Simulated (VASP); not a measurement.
Wanted: the native input for a VASP 6.6.1 run.

| Quantity | Value |
| --- | --- |
| Task | single point |
| Functional | PBE |
| Potentials or basis | VASP PAW PBE potentials, release 64 (In_d, Sb) |
| Cutoff | 520 eV |
| k mesh | 12 × 12 × 12 |
| Occupations | gaussian, width 0.15 eV |
| Spin | no spin polarisation |
| Dipole correction | no |
| Further INCAR settings | ALGO = Normal; EDIFF = 1e-07; NBANDS = 16 |

The structure of InSb lies in POSCAR:

```
InSb
1.0
    0.0000000000      3.2876865000      3.1419270000
    3.2876865000      0.0000000000      3.1419270000
    3.2876865000      3.2876865000      0.0000000000
In Sb
1 1
Direct
    0.0000000000      0.0000000000      0.0000000000
    0.7500000000      0.7500000000      0.7500000000
```

This cell differs from its parent crystal: strain +0.015 along x and y, -0.030 along z.

The input as run:

INCAR

```
SYSTEM = InSb
PREC = Accurate
ENCUT = 520
EDIFF = 1E-7
ISMEAR = 0
SIGMA = 0.15
LREAL = .False.
LASPH = .True.
NELM = 100
ALGO = Normal
ISIF = 2
LWAVE = .False.
LCHARG = .True.
GGA = PE
LELF = .True.
LVHAR = .True.
NBANDS = 16
```

KPOINTS

```
regular mesh
0
Gamma
  12 12 12
  0 0 0
```

Potentials or basis: VASP PAW PBE potentials, release 64 (In_d, Sb).

Command:

```bash
$ cat potpaw_PBE.64/In_d/POTCAR potpaw_PBE.64/Sb/POTCAR > POTCAR
$ mpirun -np 1 vasp_std > vasp.out
```

It gave:

- Pressure: 3.1 GPa
- Band gap on the k mesh: 0.16 eV (least direct gap 0.21 eV)

Caveat: the cell differs from its parent crystal (strain +0.015 along x and y, -0.030 along z); the cell stands under pressure; semilocal functionals underestimate gaps, and a narrow one can read as zero; spin-orbit coupling is left out, which moves the levels of the heavy elements.

It took 3.5 min on 1 thread of Intel Xeon 8259CL, on a shared host, peak memory 0.34 GiB.
